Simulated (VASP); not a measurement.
Fe:

```
CELL_PARAMETERS angstrom
-1.46773 1.41578 1.41578
1.46773 -1.41578 1.41578
1.46773 1.41578 -1.41578
ATOMIC_POSITIONS crystal
Fe 0.00000 0.00000 0.00000
```

This cell differs from its parent crystal: normal strain along x +0.0367, normal strain along z +0.0000.

Base run:

- Program: VASP 6.6.1
- Functional: PBE
- Potentials or basis: VASP PAW PBE potentials, release 64 (Fe)
- Cutoff: 520 eV
- k mesh: 10 × 10 × 10
- Occupations: gaussian, width 0.15 eV
- Spin: collinear spin, ferromagnetic start
- Starting moments: [2.44] μB

Its results: pressure -7.5 GPa; net moment 2.18 μB per cell; site moments Fe +2.19 μB.

Task: The run is repeated on the same cell with these changes: potentials or basis from VASP PAW PBE potentials, release 64 (Fe) to VASP PAW PBE potentials, release 64 (Fe_sv); cutoff from 520 eV to 600 eV; further incar settings from ALGO = Normal; EDIFF = 1e-06; NBANDS = 14 to ALGO = Normal; EDIFF = 1e-06; NBANDS = 18; valence electrons from 8 to 16. What comes out?

Result: Pressure -10.8 GPa; net moment 2.16 μB per cell; site moments Fe +2.19 μB.
